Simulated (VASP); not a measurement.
Wanted: the native input for a VASP 6.6.1 run.

* Task: single point
* Functional: r2SCAN
* Potentials or basis: VASP PAW PBE potentials, release 64 (Ir_sv_GW)
* Cutoff: 620 eV
* k mesh: 11 × 11 × 11
* Occupations: gaussian, width 0.1 eV
* Spin: no spin polarisation
* Dipole correction: no
* Further INCAR settings: ALGO = Normal; EDIFF = 1e-06; NBANDS = 14

Ir:

```xyz
1
Lattice="0.0000 1.9230 1.9230 1.9230 0.0000 1.9230 1.9230 1.9230 0.0000" Properties=species:S:1:pos:R:3 pbc="T T T"
Ir    0.0000    0.0000    0.0000
```

These files were run (other wordings do the same):

POSCAR

```
Ir
1.0
    0.0000000000      1.9230427410      1.9230427410
    1.9230427410      0.0000000000      1.9230427410
    1.9230427410      1.9230427410      0.0000000000
Ir
1
Direct
    0.0000000000      0.0000000000      0.0000000000
```

INCAR.step1

```
SYSTEM = Ir
PREC     = Accurate       ! precision mode
ENCUT    = 620            ! plane-wave cutoff, eV
ISMEAR   = 0              ! smearing method
SIGMA    = 0.1            ! smearing width, eV
LREAL    = .FALSE.        ! projectors in reciprocal space
LASPH    = .TRUE.         ! aspherical terms in the spheres
NELM     = 120            ! most SCF steps
NBANDS   = 14             ! bands
GGA      = PE             ! functional
ALGO     = Normal         ! electronic algorithm
EDIFF    = 1E-5           ! SCF threshold, eV
LWAVE    = .TRUE.         ! write WAVECAR
LCHARG   = .FALSE.        ! write CHGCAR
GGA_COMPAT= .FALSE.
```

INCAR.step2

```
SYSTEM = Ir
PREC     = Accurate       ! precision mode
ENCUT    = 620            ! plane-wave cutoff, eV
EDIFF    = 1E-6           ! SCF threshold, eV
ISMEAR   = 0              ! smearing method
SIGMA    = 0.1            ! smearing width, eV
LREAL    = .FALSE.        ! projectors in reciprocal space
LASPH    = .TRUE.         ! aspherical terms in the spheres
NELM     = 120            ! most SCF steps
ALGO     = Normal         ! electronic algorithm
ISIF     = 2              ! what is computed and relaxed
LWAVE    = .FALSE.        ! write WAVECAR
LCHARG   = .FALSE.        ! write CHGCAR
METAGGA  = R2SCAN         ! meta-GGA
LMIXTAU  = .TRUE.       
NBANDS   = 14             ! bands
ISTART   = 1            
GGA_COMPAT= .FALSE.
```

KPOINTS

```
regular mesh
0
G
  11 11 11
  0 0 0
```

Potentials or basis: VASP PAW PBE potentials, release 64 (Ir_sv_GW).

Run with:

```console
$ cat potpaw_PBE.64/Ir_sv_GW/POTCAR > POTCAR
$ cp INCAR.step1 INCAR
$ mpirun -np 1 vasp_std > vasp.out
$ cp INCAR.step2 INCAR
$ mpirun -np 1 vasp_std > vasp.out
```

Results of the run:

```json
{"Pressure": "-0.9 GPa", "Band gap on the k mesh": "zero (an odd number of electrons rules out a gap without spin polarisation)"}
```

Caveat: the PAW data sets were made with another functional, which shifts forces and pressure a little; spin-orbit coupling is left out, which moves the levels of the heavy elements.

Run time: 31 s on 1 thread of AMD EPYC 9R45 96-Core Processor (Zen 5), with other jobs on the host, peak memory 0.13 GiB.
